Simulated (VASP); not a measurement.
Write the native input for VASP 6.6.1 that does the following.

- Task: single point
- Functional: PBEsol
- Potentials or basis: VASP PAW PBE potentials, release 64 (Sb, Au, Br)
- Cutoff: 520 eV
- k mesh: 4 × 4 × 4
- Occupations: fermi-dirac, width 0.03 eV
- Spin: no spin polarisation
- Dipole correction: no
- Further INCAR settings: ALGO = Normal; EDIFF = 1e-06; NBANDS = 31

The structure of SbAuBr4 lies in POSCAR:

```
SbAuBr4
1.0
    4.8661422812      0.0000000000      0.0000000000
    0.0000000000      4.8661422812      0.0000000000
    0.0000000000      0.0000000000      6.9485560205
Sb Au Br
1 1 4
Direct
    0.0000000000      0.0000000000      0.0000000000
    0.5000000000      0.5000000000      0.5000000000
    0.5000000000      0.0000000000      0.7505369806
    0.0000000000      0.5000000000      0.2494630194
    0.5000000000      0.0000000000      0.2494630194
    0.0000000000      0.5000000000      0.7505369806
```

These files were run (other wordings do the same):

INCAR

```
PREC     = Accurate       # precision mode
ENCUT    = 520            # plane-wave cutoff, eV
EDIFF    = 1E-6           # SCF threshold, eV
ISMEAR   = -1             # smearing method
SIGMA    = 0.03           # smearing width, eV
LREAL    = False          # projectors in reciprocal space
LASPH    = True           # aspherical terms in the spheres
NELM     = 100            # most SCF steps
ALGO     = Normal         # electronic algorithm
ISIF     = 2              # what is computed and relaxed
LWAVE    = False          # write WAVECAR
LCHARG   = True           # write CHGCAR
GGA      = PS             # functional
LELF     = True           # ELF
LVHAR    = True         
NBANDS   = 31             # bands
```

KPOINTS

```
Automatic mesh
0
Gamma
  4 4 4
```

Potentials or basis: VASP PAW PBE potentials, release 64 (Sb, Au, Br).

The run is started by

```bash
$ cat potpaw_PBE.64/Sb/POTCAR potpaw_PBE.64/Au/POTCAR potpaw_PBE.64/Br/POTCAR > POTCAR
$ mpirun -np 1 vasp_std > vasp.out
```

It gave:

The pressure is -0.1 GPa and the largest force is 0.006 eV/Å. The band gap on the k mesh is zero (bands 22 and 23 overlap by 0.25 eV).

Caveat: the PAW data sets were made with another functional, which shifts forces and pressure a little; spin-orbit coupling is left out, which moves the levels of the heavy elements.

Wall time 37 s on 1 thread of Intel(R) Xeon(R) 6975P-C (Granite Rapids) (shared host), peak memory 0.3 GiB.
